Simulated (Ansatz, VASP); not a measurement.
**HBr in VASP and in Ansatz**

The input INCAR:

```
SYSTEM = HBr
PREC = Accurate ; ENCUT = 400
EDIFF = 1E-6 ; ISMEAR = 0
SIGMA = 0.005 ; LREAL = .FALSE.
LASPH = .TRUE. ; NELM = 120
ALGO = Normal ; ISIF = 2
LWAVE = .FALSE. ; LCHARG = .TRUE.
GGA = PE ; IVDW = 12
LELF = .TRUE. ; LVHAR = .TRUE.
NBANDS = 11 ; GGA_COMPAT = .FALSE.
NELMDL = -8
```

KPOINTS

```
Automatic mesh
0
G
  1 1 1
  0 0 0
```

Contents of POSCAR:

```
HBr
1.0
   11.7015812861      0.0000000000      0.0000000000
    0.0000000000     12.2015812861      0.0000000000
    0.0000000000      0.0000000000     12.7015812861
Br H
1 1
Direct
    0.5332239300      0.5206789100      0.4517164100
    0.4770437700      0.4930923800      0.5482870400
```

Input for Ansatz:

```yaml
crystal:
  lattice:
    - [11.7015812861, 0.0, 0.0]
    - [0.0, 12.2015812861, 0.0]
    - [0.0, 0.0, 12.7015812861]
  atoms:
    - { symbol: Br, position: [0.53322393, 0.52067891, 0.45171641] }
    - { symbol: H, position: [0.47704377, 0.49309238, 0.54828704] }
hamiltonian:
  xc: pbe
  dispersion: d3bj
kpoints:
  mp_grid: { grid: [1, 1, 1] }
scf:
  occupations: { method: gaussian, width: 0.005 }
  max_iter: 140
  lower_state_search: "off"
output:
  forces: true
basis:
  ecutwfc: 550
```

Alike in both runs: task single point; functional PBE; dispersion D3(BJ); k mesh 1 × 1 × 1; occupations gaussian, width 0.005 eV; no spin polarisation.

|  | VASP | Ansatz |
| --- | --- | --- |
| version | VASP 6.6.1 | Ansatz 0.2.0 |
| potentials or method | VASP PAW PBE potentials, release 64 (Br, H), cutoff 400 eV | scalar-relativistic, plane waves, PAW |
| valence electrons in the cell | 8 | 8 |

Ansatz gave:

```
rms of the force components (eV/Å) : 0.012
```

**Question.** What did VASP give for the same quantities?

**Answer.** rms of the force components (eV/Å): 0.010.

Atom by atom the forces differ by 0.022 eV/Å (rms over components).
